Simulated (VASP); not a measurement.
# Mg (I4/mmm) in VASP: single point with PBEsol

Aim: the single point of Mg with PBEsol.

Program: VASP 6.6.1. These are calculated values, not measurements. Logs are shortened: lines on timing, memory, paths and dates and some standing lists are left out, and cuts for length are marked.

## (1) The cell of the first run

Symmetry: I4/mmm, No. 139, tetragonal system. The conventional cell has a = 4.546 Å, b = 4.546 Å, c = 8.484 Å, α = 90.00°, β = 90.00°, γ = 90.00°. Mg (site symmetry 4/mmm) has 8 Mg at 3.11 Å within 4.1 Å. Within 4.1 Å of Mg (site symmetry -4m2) lie 8 Mg at 3.11 to 3.21 Å.

## (2) Single point, PBEsol

Input file INCAR:

```
PREC     = Accurate       # precision mode
ENCUT    = 520            # plane-wave cutoff, eV
EDIFF    = 1E-7           # SCF threshold, eV
ISMEAR   = 1              # smearing method
SIGMA    = 0.1            # smearing width, eV
LREAL    = False          # projectors in reciprocal space
LASPH    = True           # aspherical terms in the spheres
NELM     = 80             # most SCF steps
ALGO     = Normal         # electronic algorithm
ISIF     = 2              # what is computed and relaxed
LWAVE    = False          # write WAVECAR
LCHARG   = False          # write CHGCAR
GGA      = PS             # functional
NBANDS   = 10             # bands
```

Input file KPOINTS:

```
regular mesh
0
Gamma
  7 7 7
```

Input file POSCAR:

```
Mg
1.0
   -2.2731760000      2.2731760000      4.2422110000
    2.2731760000     -2.2731760000      4.2422110000
    2.2731760000      2.2731760000     -4.2422110000
Mg
3
Direct
    0.5000000000      0.5000000000      0.0000000000
    0.2500000000      0.7500000000      0.5000000000
    0.7500000000      0.2500000000      0.5000000000
```

Potentials or basis: VASP PAW PBE potentials, release 64 (Mg).

Command:

```bash
$ cat potpaw_PBE.64/Mg/POTCAR > POTCAR
$ mpirun -np 1 vasp_std > vasp.out
```

OUTCAR:

```text
PREC = Accurate
   ENCUT = 520
   EDIFF = 1E-7
   ISMEAR = 1
   LREAL = False
   LASPH = True
   NELM = 80
   ISIF = 2
   GGA = PS

 ion  position               nearest neighbor table
   1  0.500  0.500  0.000-   2 3.11   3 3.11   2 3.11   3 3.11   2 3.11   3 3.11   2 3.11   3 3.11

   2  0.250  0.750  0.500-   1 3.11   1 3.11   1 3.11   1 3.11   3 3.21   3 3.21   3 3.21   3 3.21

   3  0.750  0.250  0.500-   1 3.11   1 3.11   1 3.11   1 3.11   2 3.21   2 3.21   2 3.21   2 3.21

  LATTYP: Found a body centered tetragonal cell.
 ALAT       =     4.5463520000
 C/A-ratio  =     1.8662043766

  Lattice vectors:

 A1 = (  -2.2731760000,   2.2731760000,   4.2422110000)
 A2 = (   2.2731760000,  -2.2731760000,   4.2422110000)
 A3 = (   2.2731760000,   2.2731760000,  -4.2422110000)

Analysis of symmetry for initial positions (statically):
=====================================================================
 Subroutine PRICEL returns:
 Original cell was already a primitive cell.

 Routine SETGRP: Setting up the symmetry group for a
 body centered tetragonal supercell.

 Subroutine GETGRP returns: Found 16 space group operations
 (whereof 16 operations were pure point group operations)
 out of a pool of 16 trial point group operations.

The static configuration has the point symmetry D_4h.

Analysis of symmetry for dynamics (positions and initial velocities):
=====================================================================
 Subroutine PRICEL returns:
 Original cell was already a primitive cell.

 Routine SETGRP: Setting up the symmetry group for a
 body centered tetragonal supercell.

 Subroutine GETGRP returns: Found 16 space group operations
 (whereof 16 operations were pure point group operations)
 out of a pool of 16 trial point group operations.

The dynamic configuration has the point symmetry D_4h.

 Subroutine INISYM returns: Found 16 space group operations
 (whereof 16 operations are pure point group operations),
 and found     1 'primitive' translations

----------------------------------------------------------------------------------------

                                     Primitive cell

  volume of cell :      87.6836

  direct lattice vectors                    reciprocal lattice vectors
    -2.273176000  2.273176000  4.242211000     0.000000000  0.219956572  0.117863067
     2.273176000 -2.273176000  4.242211000     0.219956572  0.000000000  0.117863067
     2.273176000  2.273176000 -4.242211000     0.219956572  0.219956572  0.000000000

  length of vectors
     5.322688458  5.322688458  5.322688458     0.249544778  0.249544778  0.311065567

  position of ions in fractional coordinates (direct lattice)
     0.500000000  0.500000000  0.000000000
     0.250000000  0.750000000  0.500000000
     0.750000000  0.250000000  0.500000000

  ion indices of the primitive-cell ions
   primitive index   ion index
                 1           1
                 2           2
                 3           3

----------------------------------------------------------------------------------------

 KPOINTS: regular mesh

Automatic generation of k-mesh.
 Grid dimensions read from file:
 generate k-points for:    7    7    7

 Generating k-lattice:

  Cartesian coordinates                     Fractional coordinates (reciprocal lattice)
     0.000000000  0.031422367  0.016837581     0.142857143 -0.000000000  0.000000000
     0.031422367  0.000000000  0.016837581    -0.000000000  0.142857143  0.000000000
     0.031422367  0.031422367  0.000000000     0.000000000  0.000000000  0.142857143

  Length of vectors
     0.035649254  0.035649254  0.044437938

  Shift w.r.t. Gamma in fractional coordinates (k-lattice)
     0.000000000  0.000000000  0.000000000

 Subroutine IBZKPT returns following result:
 ===========================================

 Found     40 irreducible k-points:

 Following reciprocal coordinates:
            Coordinates               Weight
  0.000000  0.000000  0.000000      1.000000
  0.142857 -0.000000  0.000000      8.000000
  0.285714 -0.000000  0.000000      8.000000
  0.428571 -0.000000  0.000000      8.000000
  0.142857  0.142857  0.000000      8.000000
  0.285714  0.142857  0.000000     16.000000
[... 16 lines left out ...]
 -0.142857  0.285714  0.142857      8.000000
 -0.428571  0.428571  0.142857      8.000000
 [... further k-points ...]
   k-points           NKPTS =     40   k-points in BZ     NKDIM =     40   number of bands    NBANDS=     10
   number of dos      NEDOS =    301   number of ions     NIONS =      3
   total plane-waves  NPLWV =  64000
   dimension x,y,z NGX =    40 NGY =   40 NGZ =   40
   dimension x,y,z NGXF=    80 NGYF=   80 NGZF=   80
   ions per type =               3
   NGX,Y,Z   is equivalent  to a cutoff of  12.49, 12.49, 12.49 a.u.
   NGXF,Y,Z  is equivalent  to a cutoff of  24.99, 24.99, 24.99 a.u.
 SYSTEM =  unknown system
   PREC   = accura    normal or accurate (medium, high low for compatibility)
   ISTART =      0    job   : 0-new  1-cont  2-samecut
   ICHARG =      2    charge: 1-file 2-atom 10-const
   ISPIN  =      1    spin polarized calculation?
   LNONCOLLINEAR =      F non collinear calculations
   LSORBIT =      F    spin-orbit coupling
   LASPH  =      T    aspherical Exc in radial PAW
   ENCUT  =  520.0 eV  38.22 Ry    6.18 a.u.   9.90  9.90  9.90*2*pi/ulx,y,z
   NELM   =     80;   NELMIN=  2; NELMDL= -5     # of ELM steps
   EDIFF  = 0.1E-06   stopping-criterion for ELM
   LREAL  =      F    real-space projection
   EDIFFG = 0.1E-05   stopping-criterion for IOM
   NSW    =      0    number of steps for IOM
   IBRION =     -1    ionic relax: 0-MD 1-quasi-New 2-CG
   NFREE  =      0    steps in history (QN), initial steepest desc. (CG)
   ISIF   =      2    stress and relaxation
   ISYM   =      2    0-nonsym 1-usesym 2-fastsym
   POTIM  = 0.5000    time-step for ionic-motion
   TEBEG  =    0.0;   TEEND  =   0.0 temperature during run
   PSTRESS=    0.0 pullay stress
   NELECT =       6.0000    total number of electrons
   NUPDOWN=      -1.0000    fix difference up-down
   EMIN   =  10.00;   EMAX   =-10.00  energy-range for DOS
   EFERMI =   0.00;   METHOD = LEGACY
   ISMEAR =     1;   SIGMA  =   0.10  broadening in eV -4-tet -1-fermi 0-gaus
   EFERMI_NEDOS =   21; number of points for ismear=-14 and -15
   IALGO  =     38    algorithm
   IMIX   =      4    mixing-type and parameters
     AMIX     =   0.40;   BMIX     =  1.00
     AMIX_MAG =   1.60;   BMIX_MAG =  1.00
  volume/ion in A,a.u.               =      29.23       197.24
  Fermi-wavevector in a.u.,A,eV,Ry     =   0.669606  1.265371  6.100468  0.448372
  Thomas-Fermi vector in A             =   1.744872
   LORBIT       =      0    0 simple, 1 ext, 2 COOP (PROOUT), +10 PAW based schemes
   GGA     = PS    functional components
   LHFCALC =     F    Hartree Fock is set to
   AEXX    =    0.0000 exact exchange contribution
   IVDW    =     0    specifies the selected vdW correction
   LEPSILON=     F    determine dielectric tensor
   LRPA    =     F    only Hartree local field effects (RPA)
 non-spin polarized calculation
 Methfessel and Paxton  Order N= 1 SIGMA  =   0.10
  energy-cutoff  :      520.00
  volume of cell :       87.68
 maximum number of plane-waves:      2384
   NGX = 19   NGY = 19   NGZ = 19

 number of electron       6.0000000 magnetization

 Free energy of the ion-electron system (eV)
  ---------------------------------------------------
  ext. energy  EPLUGINS =         0.00000000
  ---------------------------------------------------
  free energy    TOTEN  =        -4.22177968 eV

  energy without entropy =       -4.22178593  energy(sigma->0) =       -4.22178176

 E-fermi :   1.2444     XC(G=0):  -7.7171

 val. band max:        1.1981682722   @ k =  -0.4286   0.1429  -0.0000
 cond. band min:       1.2804689278   @ k =  -0.4286   0.2857  -0.0000
 fundamental gap:      0.0823006556
 Fermi energy:         1.2443753806

 k-point     1 :       0.0000    0.0000    0.0000
  band No.  band energies     occupation
      1      -4.6779      2.00000
      2       2.4431     -0.00000
      3       3.3371      0.00000
      4       3.3371      0.00000
      5       3.9979      0.00000
      6       4.3821      0.00000
      7       4.3821      0.00000
      8       4.4077      0.00000
      9       5.0183      0.00000
     10       5.3476      0.00000

 k-point     2 :       0.1429   -0.0000    0.0000
  band No.  band energies     occupation
      1      -4.4915      2.00000
      2       1.6004     -0.00001
      3       2.4763     -0.00000
      4       3.1995     -0.00000
      5       3.2808      0.00000
      6       4.5888      0.00000
      7       4.7127      0.00000
      8       4.9773      0.00000
      9       5.7296      0.00000
     10       6.5332      0.00000

 k-point     3 :       0.2857   -0.0000    0.0000
  band No.  band energies     occupation
      1      -3.9376      2.00000
      2      -0.0932      2.00000
      3       1.8312     -0.00000
      4       2.4000     -0.00000
      5       3.3247      0.00000
      6       4.7675      0.00000
      7       5.0745      0.00000
      8       6.1374      0.00000
      9       6.4779      0.00000
     10       6.5771      0.00000

 k-point     4 :       0.4286   -0.0000    0.0000
  band No.  band energies     occupation
      1      -3.0556      2.00000
      2      -1.6316      2.00000
      3       1.5665     -0.00005
      4       1.9628     -0.00000
      5       3.5647      0.00000
      6       4.5443      0.00000
      7       4.9429      0.00000
      8       6.1089      0.00000
      9       7.4654      0.00000
     10       7.9069      0.00000

 k-point     5 :       0.1429    0.1429    0.0000
  band No.  band energies     occupation
      1      -4.2239      2.00000
      2       1.0779      2.04023
      3       1.6173     -0.00000
      4       2.1456     -0.00000
      5       3.7945      0.00000
      6       4.0759      0.00000
      7       5.5369      0.00000
      8       5.7702      0.00000
      9       6.0618      0.00000
     10       6.7547      0.00000

 k-point     6 :       0.2857    0.1429    0.0000
  band No.  band energies     occupation
      1      -3.5931      2.00000
      2      -0.3158      2.00000
      3       1.0364      2.01225
      4       1.8948     -0.00000
      5       3.1836     -0.00000
      6       4.3393      0.00000
      7       5.5618      0.00000
      8       5.9029      0.00000
      9       7.5694      0.00000
     10       7.9389      0.00000
[... 183 lines left out ...]
 k-point    21 :       0.4286    0.2857    0.1429
  band No.  band energies     occupation
      1      -1.9715      2.00000
      2      -0.3155      2.00000
      3      -0.0571      2.00000
      4       0.3034      2.00000
      5       2.2478     -0.00000
      6       3.0744     -0.00000
      7       4.0081      0.00000
      8       6.0040      0.00000
      9       8.5181      0.00000
     10      10.5309      0.00000

 k-point    22 :      -0.2857    0.2857    0.1429
  band No.  band energies     occupation
      1      -3.2466      2.00000
      2      -0.5909      2.00000
      3       0.3512      2.00000
      4       2.6612     -0.00000
      5       3.1787     -0.00000
      6       4.4503      0.00000
      7       4.5535      0.00000
      8       5.6497      0.00000
      9       7.0421      0.00000
     10       7.6718      0.00000

 k-point    23 :      -0.1429    0.2857    0.1429
  band No.  band energies     occupation
      1      -3.3525      2.00000
      2      -0.9477      2.00000
      3       0.5327      2.00000
      4       3.4125      0.00000
      5       3.8645      0.00000
      6       4.4644      0.00000
      7       4.9766      0.00000
      8       6.1647      0.00000
      9       6.3211      0.00000
     10       6.3499      0.00000

 k-point    24 :      -0.4286    0.4286    0.1429
  band No.  band energies     occupation
      1      -1.8910      2.00000
      2      -1.1521      2.00000
      3      -0.3975      2.00000
      4       0.5922      2.00000
      5       2.7429     -0.00000
      6       4.0531      0.00000
      7       5.7168      0.00000
      8       6.8859      0.00000
      9       7.7284      0.00000
     10       8.4859      0.00000

 [... further k-points ...]

------------------------ aborting loop because EDIFF is reached ----------------------------------------

  FORCE on cell =-STRESS in cart. coord.  units (eV):
  Direction    XX          YY          ZZ          XY          YZ          ZX
  --------------------------------------------------------------------------------------
  -------------------------------------------------------------------------------------
  Total       -1.0348273     -1.0348273     -0.3358733      0.0000000     -0.0000000      0.0000000
  in kB      -18.9086307    -18.9086307     -6.1371640      0.0000000     -0.0000000      0.0000000
  external PRESSURE =     -14.6514751 kB  Pullay stress =       0.0000000 kB

 VOLUME and BASIS-vectors are now :
 -----------------------------------------------------------------------------
  energy-cutoff  :      520.00
  volume of cell :       87.68
      direct lattice vectors                 reciprocal lattice vectors
    -2.273176000  2.273176000  4.242211000     0.000000000  0.219956572  0.117863067
     2.273176000 -2.273176000  4.242211000     0.219956572  0.000000000  0.117863067
     2.273176000  2.273176000 -4.242211000     0.219956572  0.219956572  0.000000000

 POSITION                                       TOTAL-FORCE (eV/Angst)
 -----------------------------------------------------------------------------------
      0.00000      0.00000      4.24221        -0.000000     -0.000000      0.000000
      2.27318     -0.00000      2.12111         0.000000      0.000000      0.000000
     -0.00000      2.27318      2.12111        -0.000000     -0.000000     -0.000000
 -----------------------------------------------------------------------------------
    total drift:                                0.000000      0.000000     -0.000000

  FREE ENERGIE OF THE ION-ELECTRON SYSTEM (eV)
  ---------------------------------------------------
  free  energy   TOTEN  =        -4.2217796810 eV

  energy  without entropy=       -4.2217859283  energy(sigma->0) =       -4.22178176
```

It took 66 s on 1 thread of Intel Xeon 6975P-C, shared host; peak memory 0.24 GiB.

What came out:

| Quantity | Value |
| --- | --- |
| Free energy | -4.2218 eV |
| Pressure | -1.5 GPa |
| Band gap on the k mesh | zero (band 3 reaches 3.34 eV, above the bottom of band 4 at 0.22 eV) |

Levels at points of the mesh, in eV from the Fermi level:
```tsv
k point	band 1	band 2	band 3	band 4	band 5	band 6	band 7
(0.00, 0.00, 0.00)	-5.92	1.20	2.09	2.09	2.75	3.14	3.14
```

Caveat: the PAW data sets were made with another functional, which shifts forces and pressure a little.
